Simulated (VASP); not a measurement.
# Sr8Ti8O23 (a cell with a defect) in VASP: settings compared

Aim: see how the results for Sr8Ti8O23 (a cell with a defect) move with the level of theory and the settings. Levels: PBEsol, HSE06. Tasks: single point, relaxation of the atoms.

All numbers are computed with VASP 6.6.1; they aren't measurements. Logs are shortened: lines on timing, memory, paths and dates and some standing lists are left out, and cuts for length are marked.

## (1) The cell of the first run

The cell holds a defect, 39 atoms: a = 7.783 Å, b = 7.783 Å, c = 7.783 Å, α = 90.00°, β = 90.00°, γ = 90.00°.

## (2) Single point, PBEsol

File INCAR:

```
SYSTEM = Sr8Ti8O23
PREC = Accurate
ENCUT = 520
EDIFF = 1E-6
ISMEAR = -1
SIGMA = 0.05
LREAL = Auto
LASPH = .TRUE.
NELM = 120
ALGO = Normal
ISIF = 2
LWAVE = .FALSE.
LCHARG = .FALSE.
GGA = PS
NELECT = 312.0
ISYM = -1
NBANDS = 182
GGA_COMPAT = .FALSE.
```

File KPOINTS:

```
explicit points
1
Reciprocal
  0.25000000   0.25000000   0.25000000 1
```

File POSCAR:

```
Sr8Ti8O23
1.0
    7.7828210000      0.0000000000      0.0000000000
    0.0000000000      7.7828210000      0.0000000000
    0.0000000000      0.0000000000      7.7828210000
Sr Ti O
8 8 23
Direct
    0.9902740000      0.9897350000      0.9977830000
    0.9915720000      0.9908610000      0.4966710000
    0.9903620000      0.5070380000      0.9985210000
    0.9908550000      0.5077930000      0.4991690000
    0.5076740000      0.9899100000      0.9982930000
    0.5083680000      0.9903320000      0.4990380000
    0.5086510000      0.5077820000      0.9990410000
    0.5088590000      0.5081510000      0.5012610000
    0.2477440000      0.2472220000      0.2344370000
    0.2504130000      0.2501220000      0.7671060000
    0.2492340000      0.7443320000      0.2503440000
    0.2485500000      0.7512130000      0.7426170000
    0.7454760000      0.2486880000      0.2509960000
    0.7519270000      0.2477560000      0.7432750000
    0.7487590000      0.7483160000      0.2485510000
    0.7489440000      0.7481390000      0.7494990000
    0.2488160000      0.2502470000      0.0009240000
    0.2522760000      0.7497550000      0.0023820000
    0.2511050000      0.7507520000      0.5015810000
    0.7514130000      0.2511210000      0.0016420000
    0.7500230000      0.2509860000      0.5010980000
    0.7508460000      0.7507670000      0.0008990000
    0.7516560000      0.7506940000      0.5011760000
    0.0095720000      0.2534800000      0.2724700000
    0.0061760000      0.2486570000      0.7323460000
    0.0024180000      0.7515770000      0.2492660000
    0.0012800000      0.7500660000      0.7542520000
    0.4960700000      0.2529770000      0.2682270000
    0.4924890000      0.2491480000      0.7322670000
    0.5015630000      0.7518650000      0.2498450000
    0.5002950000      0.7492990000      0.7528270000
    0.2534960000      0.0094130000      0.2722300000
    0.2497860000      0.0056920000      0.7341060000
    0.2535880000      0.4957110000      0.2702510000
    0.2489500000      0.4919940000      0.7314920000
    0.7522900000      0.0019040000      0.2493520000
    0.7498940000      0.0007320000      0.7533880000
    0.7519160000      0.5010470000      0.2489030000
    0.7505430000      0.4997340000      0.7529050000
```

Potentials or basis: VASP PAW PBE potentials, release 64 (Sr_sv, Ti_sv, O).

Launch:

```console
cat potpaw_PBE.64/Sr_sv/POTCAR potpaw_PBE.64/Ti_sv/POTCAR potpaw_PBE.64/O/POTCAR > POTCAR
mpirun -np 1 vasp_std > vasp.out
```

OUTCAR:

```text
SYSTEM = Sr8Ti8O23
   PREC = Accurate
   ENCUT = 520
   EDIFF = 1E-6
   ISMEAR = -1
   LREAL = Auto
   LASPH = .TRUE.
   NELM = 120
   ISIF = 2
   GGA = PS
   NELECT = 312.0
   ISYM = -1

 ion  position               nearest neighbor table
   1  0.990  0.990  0.998-  22 2.63  27 2.66  37 2.67  36 2.70  26 2.70  20 2.76  18 2.77  17 2.86
                            33 2.88  25 2.89  32 2.96  24 2.97  16 3.29  15 3.30  14 3.38   9 3.38
   2  0.992  0.991  0.497-  23 2.64  36 2.68  26 2.68  32 2.69  24 2.69  25 2.72  33 2.73  37 2.75
                            27 2.75  19 2.75  21 2.76  15 3.30  16 3.32  12 3.34  14 3.34  13 3.37
   3  0.990  0.507  0.999-  22 2.66  39 2.67  27 2.68  38 2.69  20 2.73  26 2.73  18 2.78  17 2.84
                            25 2.89  35 2.90  24 2.91  34 2.95  16 3.29  15 3.29  11 3.36  10 3.37
   4  0.991  0.508  0.499-  23 2.65  24 2.66  38 2.69  35 2.71  34 2.71  25 2.72  26 2.72  39 2.72
                            27 2.74  21 2.74  19 2.77  16 3.29  15 3.30  14 3.34  11 3.34  12 3.35
   5  0.508  0.990  0.998-  22 2.65  31 2.68  37 2.68  30 2.70  18 2.73  36 2.73  20 2.78  17 2.86
                            33 2.88  29 2.89  32 2.91  28 2.93  16 3.29  15 3.29  10 3.37  13 3.37
   6  0.508  0.990  0.499-  23 2.66  32 2.66  30 2.68  29 2.71  36 2.72  33 2.72  28 2.72  31 2.72
                            37 2.73  19 2.74  21 2.77  15 3.29  16 3.30  12 3.34  13 3.34  14 3.35
   7  0.509  0.508  0.999-  22 2.67  31 2.69  39 2.69  38 2.71  30 2.72  18 2.74  20 2.75  17 2.85
                            28 2.89  29 2.89  34 2.90  35 2.90  15 3.28  16 3.28  11 3.36  13 3.36
   8  0.509  0.508  0.501-  23 2.67  34 2.68  28 2.69  29 2.70  35 2.71  31 2.71  39 2.72  30 2.73
                            38 2.73  21 2.74  19 2.75  16 3.27  15 3.29  12 3.35  14 3.35  13 3.36
   9  0.248  0.247  0.234-  17 1.82  32 1.87  24 1.88  28 1.95  34 1.95   1 3.38   3 3.39   5 3.39
                             7 3.40   2 3.48   6 3.51   4 3.51   8 3.54
  10  0.250  0.250  0.767-  17 1.82  35 1.90  29 1.90  33 1.92  25 1.92   7 3.36   3 3.37   5 3.37
                             1 3.38   8 3.52   4 3.53   6 3.53   2 3.54
  11  0.249  0.744  0.250-  26 1.92  18 1.93  34 1.94  19 1.96  30 1.96  32 2.07   4 3.34   8 3.36
                             7 3.36   3 3.36   2 3.37   6 3.39   5 3.40   1 3.40
  12  0.249  0.751  0.743-  19 1.88  27 1.93  31 1.96  33 1.98  35 2.02  18 2.02   2 3.34   6 3.34
                             4 3.35   8 3.35   1 3.38   5 3.39   3 3.41   7 3.42
  13  0.745  0.249  0.251-  36 1.92  20 1.94  28 1.95  21 1.95  38 1.96  24 2.06   6 3.34   8 3.36
                             7 3.36   5 3.37   2 3.37   4 3.38   3 3.40   1 3.40
  14  0.752  0.248  0.743-  21 1.89  37 1.92  39 1.96  25 1.98  20 2.01  29 2.02   2 3.34   4 3.34
                             6 3.35   8 3.35   1 3.38   3 3.39   5 3.40   7 3.41
  15  0.749  0.748  0.249-  30 1.92  38 1.92  22 1.93  23 1.97  36 1.97  26 1.97   7 3.28   8 3.29
                             3 3.29   6 3.29   5 3.29   4 3.30   2 3.30   1 3.30
  16  0.749  0.748  0.749-  23 1.93  39 1.93  31 1.94  22 1.96  27 1.96  37 1.97   8 3.27   7 3.28
                             1 3.29   3 3.29   5 3.29   4 3.29   6 3.30   2 3.32
  17  0.249  0.250  0.001-   9 1.82  10 1.82   3 2.84   7 2.85   1 2.86   5 2.86
  18  0.252  0.750  0.002-  11 1.93  12 2.02   5 2.73   7 2.74   1 2.77   3 2.78
  19  0.251  0.751  0.502-  12 1.88  11 1.96   6 2.74   2 2.75   8 2.75   4 2.77
  20  0.751  0.251  0.002-  13 1.94  14 2.01   3 2.73   7 2.75   1 2.76   5 2.78
  21  0.750  0.251  0.501-  14 1.89  13 1.95   4 2.74   8 2.74   2 2.76   6 2.77
  22  0.751  0.751  0.001-  15 1.93  16 1.96   1 2.63   5 2.65   3 2.66   7 2.67
[... 15 lines left out ...]
  38  0.752  0.501  0.249-  15 1.92  13 1.96   3 2.69   4 2.69   7 2.71   8 2.73
  39  0.751  0.500  0.753-  16 1.93  14 1.96   3 2.67   7 2.69   8 2.72   4 2.72

IMPORTANT INFORMATION: All symmetrisations will be switched off!
NOSYMM: (Re-)initialisation of all symmetry stuff for point group C_1.

----------------------------------------------------------------------------------------

                                     Primitive cell

  volume of cell :     471.4234

  direct lattice vectors                    reciprocal lattice vectors
     7.782821000  0.000000000  0.000000000     0.128488115  0.000000000  0.000000000
     0.000000000  7.782821000  0.000000000     0.000000000  0.128488115  0.000000000
     0.000000000  0.000000000  7.782821000     0.000000000  0.000000000  0.128488115

  length of vectors
     7.782821000  7.782821000  7.782821000     0.128488115  0.128488115  0.128488115

  position of ions in fractional coordinates (direct lattice)
     0.990274000  0.989735000  0.997783000
     0.991572000  0.990861000  0.496671000
     0.990362000  0.507038000  0.998521000
     0.990855000  0.507793000  0.499169000
     0.507674000  0.989910000  0.998293000
     0.508368000  0.990332000  0.499038000
[... 31 lines left out ...]
     0.751916000  0.501047000  0.248903000
     0.750543000  0.499734000  0.752905000

  ion indices of the primitive-cell ions
   primitive index   ion index
                 1           1
                 2           2
                 3           3
                 4           4
                 5           5
                 6           6
[... 31 lines left out ...]
                38          38
                39          39

----------------------------------------------------------------------------------------

 KPOINTS: explicit points

Read explicit list of k-points.

 Found      1 k-points:

 Following reciprocal coordinates:
            Coordinates               Weight
  0.250000  0.250000  0.250000      1.000000
   k-points           NKPTS =      1   k-points in BZ     NKDIM =      1   number of bands    NBANDS=    182
   number of dos      NEDOS =    301   number of ions     NIONS =     39
   total plane-waves  NPLWV = 216000
   dimension x,y,z NGX =    60 NGY =   60 NGZ =   60
   dimension x,y,z NGXF=   120 NGYF=  120 NGZF=  120
   ions per type =               8   8  23
   NGX,Y,Z   is equivalent  to a cutoff of  12.82, 12.82, 12.82 a.u.
   NGXF,Y,Z  is equivalent  to a cutoff of  25.63, 25.63, 25.63 a.u.
 SYSTEM =  Sr8Ti8O23
   PREC   = accura    normal or accurate (medium, high low for compatibility)
   ISTART =      0    job   : 0-new  1-cont  2-samecut
   ICHARG =      2    charge: 1-file 2-atom 10-const
   ISPIN  =      1    spin polarized calculation?
   LNONCOLLINEAR =      F non collinear calculations
   LSORBIT =      F    spin-orbit coupling
   LASPH  =      T    aspherical Exc in radial PAW
   ENCUT  =  520.0 eV  38.22 Ry    6.18 a.u.  14.47 14.47 14.47*2*pi/ulx,y,z
   NELM   =    120;   NELMIN=  2; NELMDL= -5     # of ELM steps
   EDIFF  = 0.1E-05   stopping-criterion for ELM
   LREAL  =      T    real-space projection
   EDIFFG = 0.1E-04   stopping-criterion for IOM
   NSW    =      0    number of steps for IOM
   IBRION =     -1    ionic relax: 0-MD 1-quasi-New 2-CG
   NFREE  =      0    steps in history (QN), initial steepest desc. (CG)
   ISIF   =      2    stress and relaxation
   ISYM   =     -1    0-nonsym 1-usesym 2-fastsym
   POTIM  = 0.5000    time-step for ionic-motion
   TEBEG  =    0.0;   TEEND  =   0.0 temperature during run
   PSTRESS=    0.0 pullay stress
   NELECT =     312.0000    total number of electrons
   NUPDOWN=      -1.0000    fix difference up-down
   EMIN   =  10.00;   EMAX   =-10.00  energy-range for DOS
   EFERMI =   0.00;   METHOD = LEGACY
   ISMEAR =    -1;   SIGMA  =   0.05  broadening in eV -4-tet -1-fermi 0-gaus
   EFERMI_NEDOS =   21; number of points for ismear=-14 and -15
   IALGO  =     38    algorithm
   IMIX   =      4    mixing-type and parameters
     AMIX     =   0.40;   BMIX     =  1.00
     AMIX_MAG =   1.60;   BMIX_MAG =  1.00
  volume/ion in A,a.u.               =      12.09        81.57
  Fermi-wavevector in a.u.,A,eV,Ry     =   1.426667  2.696010 27.693014  2.035379
  Thomas-Fermi vector in A             =   2.546920
   LORBIT       =      0    0 simple, 1 ext, 2 COOP (PROOUT), +10 PAW based schemes
   GGA     = PS    functional components
   LHFCALC =     F    Hartree Fock is set to
   AEXX    =    0.0000 exact exchange contribution
   IVDW    =     0    specifies the selected vdW correction
   LEPSILON=     F    determine dielectric tensor
   LRPA    =     F    only Hartree local field effects (RPA)
 non-spin polarized calculation
  energy-cutoff  :      520.00
  volume of cell :      471.42
 maximum number of plane-waves:     12704
 NGX is ok and might be reduce to    60
   NGX = 29   NGY = 29   NGZ = 29

 number of electron     312.0000044 magnetization

 Free energy of the ion-electron system (eV)
  ---------------------------------------------------
  ext. energy  EPLUGINS =         0.00000000
  ---------------------------------------------------
  free energy    TOTEN  =      -338.03877964 eV

  energy without entropy =     -338.03877964  energy(sigma->0) =     -338.03877964

 E-fermi :   5.0889     XC(G=0): -11.4138

 val. band max:        3.7770527682   @ k =   0.2500   0.2500   0.2500
 cond. band min:       6.3335487952   @ k =   0.2500   0.2500   0.2500
 fundamental gap:      2.5564960270
 Fermi energy:         5.0889169096

 k-point     1 :       0.2500    0.2500    0.2500
  band No.  band energies     occupation
      1     -52.2970      2.00000
      2     -52.2905      2.00000
      3     -52.2054      2.00000
      4     -52.2042      2.00000
      5     -52.2002      2.00000
      6     -52.1979      2.00000
[... 160 lines left out ...]
    167       7.5687      0.00000
    168       7.5933      0.00000
 [bands above 168 left out]

------------------------ aborting loop because EDIFF is reached ----------------------------------------

  FORCE on cell =-STRESS in cart. coord.  units (eV):
  Direction    XX          YY          ZZ          XY          YZ          ZX
  --------------------------------------------------------------------------------------
  -------------------------------------------------------------------------------------
  Total      -15.8541979    -15.8414287    -14.5692821     -1.8053474     -1.5108914     -1.5308813
  in kB      -53.8820030    -53.8386057    -49.5150941     -6.1356451     -5.1349086     -5.2028462
  external PRESSURE =     -52.4119009 kB  Pullay stress =       0.0000000 kB

 VOLUME and BASIS-vectors are now :
 -----------------------------------------------------------------------------
  energy-cutoff  :      520.00
  volume of cell :      471.42
      direct lattice vectors                 reciprocal lattice vectors
     7.782821000  0.000000000  0.000000000     0.128488115  0.000000000  0.000000000
     0.000000000  7.782821000  0.000000000     0.000000000  0.128488115  0.000000000
     0.000000000  0.000000000  7.782821000     0.000000000  0.000000000  0.128488115

 POSITION                                       TOTAL-FORCE (eV/Angst)
 -----------------------------------------------------------------------------------
      7.70713      7.70293      7.76557         0.021476      0.016487      0.019666
      7.71723      7.71169      3.86550         0.014329      0.012582      0.008401
      7.70781      3.94619      7.77131         0.021498     -0.021169      0.004084
      7.71165      3.95206      3.88494         0.010690     -0.018462      0.000482
      3.95114      7.70429      7.76954        -0.025229      0.019836      0.009332
      3.95654      7.70758      3.88392        -0.016381      0.009061      0.004001
[... 31 lines left out ...]
      5.85203      3.89956      1.93717         0.012938      0.006765      0.015632
      5.84134      3.88934      5.85972         0.000069     -0.003367      0.011922
 -----------------------------------------------------------------------------------
    total drift:                                0.019645      0.049129      0.017304

  FREE ENERGIE OF THE ION-ELECTRON SYSTEM (eV)
  ---------------------------------------------------
  free  energy   TOTEN  =      -338.0387796364 eV

  energy  without entropy=     -338.0387796363  energy(sigma->0) =     -338.03877964
```

Wall time 2.5 min (1 thread of Intel Xeon 6975P-C (Granite Rapids), shared host); peak memory 0.5 GiB.

What came out:

```yaml
Free_energy: -338.0388 eV
Largest_force: 0.075 eV/Å
```

Forces on the atoms (eV/Å):
```
Sr   0.021  0.016  0.020
Sr   0.014  0.013  0.008
Sr   0.021 -0.021  0.004
Sr   0.011 -0.018  0.000
Sr  -0.025  0.020  0.009
Sr  -0.016  0.009  0.004
Sr  -0.024 -0.025 -0.012
Sr  -0.016 -0.018 -0.007
Ti   0.026  0.035  0.037
Ti  -0.015 -0.020 -0.071
Ti  -0.015  0.041  0.005
Ti   0.005 -0.016  0.033
Ti   0.021 -0.004 -0.018
Ti  -0.030  0.019  0.018
Ti  -0.012 -0.012  0.001
Ti   0.009  0.028 -0.005
O    0.002 -0.002  0.022
O    0.005  0.002 -0.020
O    0.006  0.001 -0.019
O    0.005  0.003 -0.007
O    0.005  0.003 -0.012
O    0.003  0.002 -0.002
O    0.004  0.003 -0.003
O   -0.036  0.001 -0.004
O   -0.005 -0.004  0.003
O   -0.005  0.003 -0.002
O   -0.013 -0.003 -0.009
O   -0.025  0.004 -0.001
O    0.026  0.000 -0.001
O    0.012  0.006  0.009
O    0.000  0.001  0.004
O    0.004 -0.043 -0.008
O    0.000 -0.001  0.000
O    0.008 -0.035 -0.011
O    0.003  0.031 -0.001
O    0.009 -0.006  0.006
O    0.005 -0.018 -0.001
O    0.013  0.007  0.016
O    0.000 -0.003  0.012
```

Caveat: the cell carries a net charge on a neutralising background, which shifts energy and pressure; the cell is charged against a uniform background, so pressure and absolute levels hang on convention; the PAW data sets were made with another functional, which shifts forces and pressure a little.

## (3) Single point, HSE06

POSCAR is that of step 2.

File INCAR.step1:

```
SYSTEM = Sr8Ti8O23
  PREC = Accurate
  ENCUT = 520
  EDIFF = 1E-5
  ISMEAR = -1
  SIGMA = 0.05
  LREAL = Auto
  LASPH = .TRUE.
  NELM = 120
  ALGO = Normal
  ISIF = 2
  LWAVE = .TRUE.
  LCHARG = .FALSE.
  GGA = PE
  NELECT = 312.0
  ISYM = -1
  NBANDS = 182
  GGA_COMPAT = .FALSE.
```

File INCAR.step2:

```
SYSTEM = Sr8Ti8O23
  PREC = Accurate
  ENCUT = 520
  EDIFF = 1E-6
  ISMEAR = -1
  SIGMA = 0.05
  LREAL = Auto
  LASPH = .TRUE.
  NELM = 120
  ALGO = Normal
  ISIF = 2
  LWAVE = .FALSE.
  LCHARG = .FALSE.
  GGA = PE
  LHFCALC = .TRUE.
  HFSCREEN = 0.2079
  PRECFOCK = Fast
  ISTART = 1
  NELECT = 312.0
  ISYM = -1
  NBANDS = 182
  GGA_COMPAT = .FALSE.
```

KPOINTS is that of step 2.

Potentials or basis: VASP PAW PBE potentials, release 64 (Sr_sv, Ti_sv, O).

Launch:

```console
cat potpaw_PBE.64/Sr_sv/POTCAR potpaw_PBE.64/Ti_sv/POTCAR potpaw_PBE.64/O/POTCAR > POTCAR
cp INCAR.step1 INCAR
mpirun -np 1 vasp_std > vasp.out
cp INCAR.step2 INCAR
mpirun -np 1 vasp_std > vasp.out
```

It took 12 min on 1 thread of Intel Xeon 6975P-C (Granite Rapids), shared host; peak memory 0.69 GiB.

Results (log left out):

```yaml
Free_energy: -390.3893 eV
Largest_force: 0.159 eV/Å
```

Forces in eV/Å, atoms in the order of the input:
```
Sr   0.036  0.031  0.026
Sr   0.015  0.013  0.022
Sr   0.030 -0.025  0.008
Sr   0.013 -0.019  0.003
Sr  -0.030  0.030  0.015
Sr  -0.017  0.012  0.007
Sr  -0.034 -0.034 -0.008
Sr  -0.017 -0.018 -0.015
Ti   0.001  0.008 -0.142
Ti  -0.005 -0.010  0.135
Ti  -0.015  0.043  0.048
Ti  -0.005 -0.020 -0.045
Ti   0.023 -0.006  0.031
Ti  -0.036  0.006 -0.054
Ti  -0.018 -0.019  0.008
Ti   0.010  0.028 -0.017
O    0.000 -0.008  0.012
O   -0.008 -0.007  0.032
O   -0.005 -0.005  0.051
O   -0.004 -0.009  0.032
O    0.001 -0.009  0.043
O   -0.008 -0.010  0.012
O   -0.007 -0.008  0.015
O    0.135 -0.030 -0.072
O    0.103 -0.002  0.032
O    0.038 -0.015 -0.016
O    0.021 -0.008 -0.029
O   -0.096 -0.018 -0.051
O   -0.108  0.006  0.035
O    0.021 -0.012 -0.003
O    0.002 -0.002 -0.008
O   -0.026  0.135 -0.078
O    0.002  0.108  0.021
O   -0.014 -0.102 -0.069
O    0.011 -0.101  0.035
O   -0.009  0.039 -0.007
O    0.003  0.021 -0.018
O   -0.003  0.017  0.007
O   -0.003  0.002  0.001
```

Levels at points of the mesh, in eV from the Fermi level:
| k point | band 152 | band 153 | band 154 | band 155 | band 156 | band 157 | band 158 | band 159 | band 160 | band 161 |
| --- | --- | --- | --- | --- | --- | --- | --- | --- | --- | --- |
| (0.25, 0.25, 0.25) | -1.87 | -1.60 | -1.59 | -1.49 | -1.44 | 2.71 | 2.83 | 2.86 | 2.94 | 2.97 |

Caveat: the cell carries a net charge on a neutralising background, which shifts energy and pressure; the cell is charged against a uniform background, so pressure and absolute levels hang on convention; the PAW data sets were made with another functional, which shifts forces and pressure a little.

[end of part 1 of 2]
